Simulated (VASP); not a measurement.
# Na (Im-3m) in VASP: a series of runs

The runs below take Na through single point, with LDA.

Program: VASP 6.6.1. These are calculated values, not measurements. Logs are shortened: lines on timing, memory, paths and dates and some standing lists are left out, and cuts for length are marked.

## (1) The cell of the first run

The structure is cubic, space group Im-3m (No. 229). The conventional cell has a = 4.057 Å, b = 4.057 Å, c = 4.057 Å, α = 90.00°, β = 90.00°, γ = 90.00°. Within 4.6 Å of Na (site symmetry m-3m) lie 14 Na at 3.51 to 4.06 Å.

## (2) Single point, LDA

INCAR

```
SYSTEM = Na
PREC = Accurate
ENCUT = 520
EDIFF = 1E-6
ISMEAR = -1
SIGMA = 0.2
LREAL = .False.
LASPH = .True.
NELM = 100
ALGO = Normal
ISIF = 2
LWAVE = .False.
LCHARG = .True.
GGA = CA
LELF = .True.
LVHAR = .True.
NBANDS = 10
```

KPOINTS

```
Automatic mesh
0
Gamma
  11 11 11
  0 0 0
```

POSCAR

```
Na
1.0
   -2.0287155323      2.0287155323      2.0287155323
    2.0287155323     -2.0287155323      2.0287155323
    2.0287155323      2.0287155323     -2.0287155323
Na
1
Direct
    0.0000000000      0.0000000000      0.0000000000
```

Potentials or basis: VASP PAW LDA potentials, release 64 (Na_pv).

Started as:

```console
> cat potpaw_LDA.64/Na_pv/POTCAR > POTCAR
> mpirun -np 1 vasp_std > vasp.out
```

OUTCAR:

```text
SYSTEM = Na
   PREC = Accurate
   ENCUT = 520
   EDIFF = 1E-6
   ISMEAR = -1
   LREAL = .False.
   LASPH = .True.
   NELM = 100
   ISIF = 2
   GGA = CA

 ion  position               nearest neighbor table
   1  0.000  0.000  0.000-

  LATTYP: Found a body centered cubic cell.
 ALAT       =     4.0574310646

  Lattice vectors:

 A1 = (  -2.0287155323,   2.0287155323,   2.0287155323)
 A2 = (   2.0287155323,  -2.0287155323,   2.0287155323)
 A3 = (   2.0287155323,   2.0287155323,  -2.0287155323)

Analysis of symmetry for initial positions (statically):
=====================================================================
 Subroutine PRICEL returns:
 Original cell was already a primitive cell.

 Routine SETGRP: Setting up the symmetry group for a
 body centered cubic supercell.

 Subroutine GETGRP returns: Found 48 space group operations
 (whereof 48 operations were pure point group operations)
 out of a pool of 48 trial point group operations.

The static configuration has the point symmetry O_h .

Analysis of symmetry for dynamics (positions and initial velocities):
=====================================================================
 Subroutine PRICEL returns:
 Original cell was already a primitive cell.

 Routine SETGRP: Setting up the symmetry group for a
 body centered cubic supercell.

 Subroutine GETGRP returns: Found 48 space group operations
 (whereof 48 operations were pure point group operations)
 out of a pool of 48 trial point group operations.

The dynamic configuration has the point symmetry O_h .

 Subroutine INISYM returns: Found 48 space group operations
 (whereof 48 operations are pure point group operations),
 and found     1 'primitive' translations

----------------------------------------------------------------------------------------

                                     Primitive cell

  volume of cell :      33.3982

  direct lattice vectors                    reciprocal lattice vectors
    -2.028715532  2.028715532  2.028715532     0.000000000  0.246461365  0.246461365
     2.028715532 -2.028715532  2.028715532     0.246461365  0.000000000  0.246461365
     2.028715532  2.028715532 -2.028715532     0.246461365  0.246461365  0.000000000

  length of vectors
     3.513838376  3.513838376  3.513838376     0.348549005  0.348549005  0.348549005
[... 75 lines left out ...]
   LSORBIT =      F    spin-orbit coupling
   LASPH  =      T    aspherical Exc in radial PAW
   ENCUT  =  520.0 eV  38.22 Ry    6.18 a.u.   6.53  6.53  6.53*2*pi/ulx,y,z
   NELM   =    100;   NELMIN=  2; NELMDL= -5     # of ELM steps
   EDIFF  = 0.1E-05   stopping-criterion for ELM
   LREAL  =      F    real-space projection
   EDIFFG = 0.1E-04   stopping-criterion for IOM
   NSW    =      0    number of steps for IOM
   IBRION =     -1    ionic relax: 0-MD 1-quasi-New 2-CG
   NFREE  =      0    steps in history (QN), initial steepest desc. (CG)
   ISIF   =      2    stress and relaxation
   ISYM   =      2    0-nonsym 1-usesym 2-fastsym
   POTIM  = 0.5000    time-step for ionic-motion
   TEBEG  =    0.0;   TEEND  =   0.0 temperature during run
   PSTRESS=    0.0 pullay stress
   NELECT =       7.0000    total number of electrons
   NUPDOWN=      -1.0000    fix difference up-down
   EMIN   =  10.00;   EMAX   =-10.00  energy-range for DOS
   EFERMI =   0.00;   METHOD = LEGACY
   ISMEAR =    -1;   SIGMA  =   0.20  broadening in eV -4-tet -1-fermi 0-gaus
   EFERMI_NEDOS =   21; number of points for ismear=-14 and -15
   IALGO  =     38    algorithm
   IMIX   =      4    mixing-type and parameters
     AMIX     =   0.40;   BMIX     =  1.00
     AMIX_MAG =   1.60;   BMIX_MAG =  1.00
  volume/ion in A,a.u.               =      33.40       225.38
  Fermi-wavevector in a.u.,A,eV,Ry     =   0.972448  1.837660 12.866417  0.945655
  Thomas-Fermi vector in A             =   2.102747
   LORBIT       =      0    0 simple, 1 ext, 2 COOP (PROOUT), +10 PAW based schemes
   GGA     = CA    functional components
   LHFCALC =     F    Hartree Fock is set to
   AEXX    =    0.0000 exact exchange contribution
   IVDW    =     0    specifies the selected vdW correction
   LEPSILON=     F    determine dielectric tensor
   LRPA    =     F    only Hartree local field effects (RPA)
 non-spin polarized calculation
  energy-cutoff  :      520.00
  volume of cell :       33.40
 maximum number of plane-waves:       935
 NGX is ok and might be reduce to    28
   NGX = 13   NGY = 13   NGZ = 13

 number of electron       7.0000010 magnetization

 Free energy of the ion-electron system (eV)
  ---------------------------------------------------
  ext. energy  EPLUGINS =         0.00000000
  ---------------------------------------------------
  free energy    TOTEN  =        -1.48413773 eV

  energy without entropy =       -1.42680013  energy(sigma->0) =       -1.45546893

 E-fermi :   0.4697     XC(G=0):  -7.0277

 val. band max:        0.4327115227   @ k =  -0.3636   0.4545   0.0909
 cond. band min:       0.5770771248   @ k =   0.1818   0.1818   0.1818
 fundamental gap:      0.1443656021
 Fermi energy:         0.4697435544

 k-point     1 :       0.0000    0.0000    0.0000
  band No.  band energies     occupation
      1     -24.3997      2.00000
      2     -24.3997      2.00000
      3     -24.3997      2.00000
      4      -3.0432      2.00000
      5      12.7852      0.00000
      6      12.7852      0.00000
      7      12.7852      0.00000
      8      13.9579      0.00000
      9      13.9579      0.00000
     10      14.6646      0.00000
[... 287 lines left out ...]
 k-point    24 :       0.3636    0.1818    0.0909
  band No.  band energies     occupation
      1     -24.4425      2.00000
      2     -24.4231      2.00000
      3     -24.4076      2.00000
      4       1.9165      0.00144
      5       2.4408      0.00010
      6       5.3420      0.00000
      7       7.3509      0.00000
      8      14.5967      0.00000
      9      16.0243      0.00000
     10      17.1956      0.00000

 [... further k-points ...]
[... 5 lines left out ...]
  --------------------------------------------------------------------------------------
  -------------------------------------------------------------------------------------
  Total        0.0013312      0.0013312      0.0013312     -0.0000000      0.0000000     -0.0000000
  in kB        0.0638584      0.0638584      0.0638584     -0.0000000      0.0000000     -0.0000000
  external PRESSURE =       0.0638584 kB  Pullay stress =       0.0000000 kB

 VOLUME and BASIS-vectors are now :
 -----------------------------------------------------------------------------
  energy-cutoff  :      520.00
  volume of cell :       33.40
      direct lattice vectors                 reciprocal lattice vectors
    -2.028715532  2.028715532  2.028715532     0.000000000  0.246461365  0.246461365
     2.028715532 -2.028715532  2.028715532     0.246461365  0.000000000  0.246461365
     2.028715532  2.028715532 -2.028715532     0.246461365  0.246461365  0.000000000

 POSITION                                       TOTAL-FORCE (eV/Angst)
 -----------------------------------------------------------------------------------
      0.00000      0.00000      0.00000        -0.000000     -0.000000     -0.000000
 -----------------------------------------------------------------------------------
    total drift:                               -0.000000     -0.000000     -0.000000

  FREE ENERGIE OF THE ION-ELECTRON SYSTEM (eV)
  ---------------------------------------------------
  free  energy   TOTEN  =        -1.4841377316 eV

  energy  without entropy=       -1.4268001258  energy(sigma->0) =       -1.45546893
```

stdout:

```text
POSCAR found type information on POSCAR Na
 POSCAR found :  1 types and       1 ions
 scaLAPACK will be used
 LDA part: xc-table for (Slater(with rela. corr.)+CA(PZ))
 , standard interpolation
 POSCAR, INCAR and KPOINTS ok, starting setup
 FFT: planning ... GRIDC
 FFT: planning ... GRID_SOFT
 FFT: planning ... GRID
 WAVECAR not read
 entering main loop
```

Run time: 16 s. Hardware: 1 thread of Intel Xeon Platinum 8259CL at 2.50GHz (Skylake/Cascade Lake), shared host; peak memory 0.13 GiB.

Results:

```yaml
Free_energy: -1.4841 eV
Pressure: 0.0 GPa
```

## (3) Single point, LDA (volume scaled by 0.88)

INCAR

```
PREC = Accurate
ENCUT = 520
EDIFF = 1E-7
ISMEAR = -1
SIGMA = 0.1
LREAL = False
LASPH = True
NELM = 100
ALGO = Normal
ISIF = 2
LWAVE = False
LCHARG = False
GGA = CA
NBANDS = 10
```

KPOINTS

```
Automatic mesh
0
Gamma
  18 18 18
```

POSCAR

```
Na
1.0
   -1.9440855778      1.9440855778      1.9440855778
    1.9440855778     -1.9440855778      1.9440855778
    1.9440855778      1.9440855778     -1.9440855778
Na
1
Direct
    0.0000000000      0.0000000000      0.0000000000
```

Potentials or basis: VASP PAW LDA potentials, release 64 (Na_pv).

Started as:

```console
> cat potpaw_LDA.64/Na_pv/POTCAR > POTCAR
> mpirun -np 1 vasp_std > vasp.out
```

Run time: 38 s. Hardware: 1 thread of Intel Xeon Platinum 8259CL at 2.50GHz (Skylake/Cascade Lake), shared host; peak memory 0.16 GiB.

It converged, with:

```
Free energy : -1.4457 eV
Pressure    : 1.4 GPa
```

Levels at points of the mesh, in eV from the Fermi level:
| k point | band 1 | band 2 | band 3 | band 4 | band 5 | band 6 | band 7 |
| --- | --- | --- | --- | --- | --- | --- | --- |
| (0.00, 0.00, 0.00) | -24.80 | -24.80 | -24.80 | -3.81 | 13.19 | 13.19 | 13.19 |
| (0.50, 0.00, 0.00) | -24.88 | -24.82 | -24.80 | 0.84 | 1.43 | 9.17 | 10.70 |
| (0.50, 0.50, 0.50) | -24.85 | -24.85 | -24.85 | 4.94 | 4.94 | 5.70 | 5.70 |

## (4) Single point, LDA (volume scaled by 0.92)

INCAR

```
PREC = Accurate ; ENCUT = 520
EDIFF = 1E-7 ; ISMEAR = -1
SIGMA = 0.1 ; LREAL = False
LASPH = True ; NELM = 60
ALGO = Normal ; ISIF = 2
LWAVE = False ; LCHARG = False
GGA = CA ; NBANDS = 10
```

KPOINTS is that of step 3.

POSCAR

```
Na
1.0
   -1.9731060590      1.9731060590      1.9731060590
    1.9731060590     -1.9731060590      1.9731060590
    1.9731060590      1.9731060590     -1.9731060590
Na
1
Direct
    0.0000000000      0.0000000000      0.0000000000
```

Potentials or basis: VASP PAW LDA potentials, release 64 (Na_pv).

Started as:

```console
> cat potpaw_LDA.64/Na_pv/POTCAR > POTCAR
> mpirun -np 1 vasp_std > vasp.out
```

OUTCAR:

```text
PREC = Accurate
   ENCUT = 520
   EDIFF = 1E-7
   ISMEAR = -1
   LREAL = False
   LASPH = True
   NELM = 60
   ISIF = 2
   GGA = CA

 ion  position               nearest neighbor table
   1  0.000  0.000  0.000-

  LATTYP: Found a body centered cubic cell.
 ALAT       =     3.9462121180

  Lattice vectors:

 A1 = (  -1.9731060590,   1.9731060590,   1.9731060590)
 A2 = (   1.9731060590,  -1.9731060590,   1.9731060590)
 A3 = (   1.9731060590,   1.9731060590,  -1.9731060590)

Analysis of symmetry for initial positions (statically):
=====================================================================
 Subroutine PRICEL returns:
 Original cell was already a primitive cell.

 Routine SETGRP: Setting up the symmetry group for a
 body centered cubic supercell.

 Subroutine GETGRP returns: Found 48 space group operations
 (whereof 48 operations were pure point group operations)
 out of a pool of 48 trial point group operations.

The static configuration has the point symmetry O_h .

Analysis of symmetry for dynamics (positions and initial velocities):
=====================================================================
 Subroutine PRICEL returns:
 Original cell was already a primitive cell.

 Routine SETGRP: Setting up the symmetry group for a
 body centered cubic supercell.

 Subroutine GETGRP returns: Found 48 space group operations
 (whereof 48 operations were pure point group operations)
 out of a pool of 48 trial point group operations.

The dynamic configuration has the point symmetry O_h .

 Subroutine INISYM returns: Found 48 space group operations
 (whereof 48 operations are pure point group operations),
 and found     1 'primitive' translations

----------------------------------------------------------------------------------------

[... 106 lines left out ...]
   EFERMI_NEDOS =   21; number of points for ismear=-14 and -15
   IALGO  =     38    algorithm
   IMIX   =      4    mixing-type and parameters
     AMIX     =   0.40;   BMIX     =  1.00
     AMIX_MAG =   1.60;   BMIX_MAG =  1.00
  volume/ion in A,a.u.               =      30.73       207.35
  Fermi-wavevector in a.u.,A,eV,Ry     =   0.999855  1.889452 13.601884  0.999710
  Thomas-Fermi vector in A             =   2.132173
   LORBIT       =      0    0 simple, 1 ext, 2 COOP (PROOUT), +10 PAW based schemes
   GGA     = CA    functional components
   LHFCALC =     F    Hartree Fock is set to
   AEXX    =    0.0000 exact exchange contribution
   IVDW    =     0    specifies the selected vdW correction
   LEPSILON=     F    determine dielectric tensor
   LRPA    =     F    only Hartree local field effects (RPA)
 non-spin polarized calculation
  energy-cutoff  :      520.00
  volume of cell :       30.73
 maximum number of plane-waves:       856
 NGX is ok and might be reduce to    28
   NGX = 13   NGY = 13   NGZ = 13

 number of electron       6.9999995 magnetization

 Free energy of the ion-electron system (eV)
  ---------------------------------------------------
  ext. energy  EPLUGINS =         0.00000000
  ---------------------------------------------------
  free energy    TOTEN  =        -1.45526616 eV

  energy without entropy =       -1.44157058  energy(sigma->0) =       -1.44841837

 E-fermi :   0.7429     XC(G=0):  -7.2779

 val. band max:        0.6745613563   @ k =  -0.3333   0.3333   0.2778
 cond. band min:       0.7842117463   @ k =   0.3333   0.1667   0.0000
 fundamental gap:      0.1096503899
 Fermi energy:         0.7428838592

 k-point     1 :       0.0000    0.0000    0.0000
  band No.  band energies     occupation
      1     -24.0759      2.00000
      2     -24.0759      2.00000
      3     -24.0759      2.00000
      4      -2.9630      2.00000
      5      13.6212      0.00000
      6      13.6212      0.00000
      7      13.6212      0.00000
      8      14.8571      0.00000
      9      14.8571      0.00000
     10      15.6104      0.00000
[... 287 lines left out ...]
 k-point    24 :       0.3889    0.1111    0.0000
  band No.  band energies     occupation
      1     -24.1415      2.00000
      2     -24.1004      2.00000
      3     -24.0791      2.00000
      4       1.0056      0.13479
      5       3.1230      0.00000
      6       8.0453      0.00000
      7      10.4834      0.00000
      8      12.2014      0.00000
      9      14.4399      0.00000
     10      17.1617      0.00000

 [... further k-points ...]
[... 5 lines left out ...]
  --------------------------------------------------------------------------------------
  -------------------------------------------------------------------------------------
  Total        0.1634807      0.1634807      0.1634807      0.0000000      0.0000000     -0.0000000
  in kB        8.5244383      8.5244383      8.5244383      0.0000000      0.0000000     -0.0000000
  external PRESSURE =       8.5244383 kB  Pullay stress =       0.0000000 kB

 VOLUME and BASIS-vectors are now :
 -----------------------------------------------------------------------------
  energy-cutoff  :      520.00
  volume of cell :       30.73
      direct lattice vectors                 reciprocal lattice vectors
    -1.973106059  1.973106059  1.973106059     0.000000000  0.253407564  0.253407564
     1.973106059 -1.973106059  1.973106059     0.253407564  0.000000000  0.253407564
     1.973106059  1.973106059 -1.973106059     0.253407564  0.253407564  0.000000000

 POSITION                                       TOTAL-FORCE (eV/Angst)
 -----------------------------------------------------------------------------------
      0.00000      0.00000      0.00000         0.000000     -0.000000      0.000000
 -----------------------------------------------------------------------------------
    total drift:                               -0.000000     -0.000000     -0.000000

  FREE ENERGIE OF THE ION-ELECTRON SYSTEM (eV)
  ---------------------------------------------------
  free  energy   TOTEN  =        -1.4552661601 eV

  energy  without entropy=       -1.4415705824  energy(sigma->0) =       -1.44841837
```

Wall time 41 s (1 thread of Intel Xeon Platinum 8259CL at 2.50GHz (Skylake/Cascade Lake), shared host); peak memory 0.16 GiB.

What came out:

* Free energy: -1.4553 eV
* Pressure: 0.9 GPa

Levels at points of the mesh, in eV from the Fermi level:
```tsv
k point	band 1	band 2	band 3	band 4	band 5	band 6
(0.00, 0.00, 0.00)	-24.82	-24.82	-24.82	-3.71	12.88	12.88
(0.50, 0.00, 0.00)	-24.89	-24.84	-24.82	0.83	1.39	8.98
(0.50, 0.50, 0.50)	-24.87	-24.87	-24.87	4.88	4.88	5.52
```

## (5) The runs side by side

| cell | k mesh | smearing | gap on the mesh (eV) | pressure (GPa) |
| --- | --- | --- | --- | --- |
| a = 3.514 Å, angles 109.5°, 1 atom | 11 × 11 × 11 | fermi-dirac 0.2 eV | none | 0.0 |
| a = 3.367 Å, angles 109.5°, 1 atom | 18 × 18 × 18 | fermi-dirac 0.1 eV | none | 1.4 |
| a = 3.418 Å, angles 109.5°, 1 atom | 18 × 18 × 18 | fermi-dirac 0.1 eV | none | 0.9 |

Alike in all rows: task single point; level LDA; potentials or basis VASP PAW LDA potentials, release 64 (Na_pv); no spin polarisation; cutoff (eV) 520.

Total energies depend on the potentials used, so only differences within one code and one set of settings carry meaning.
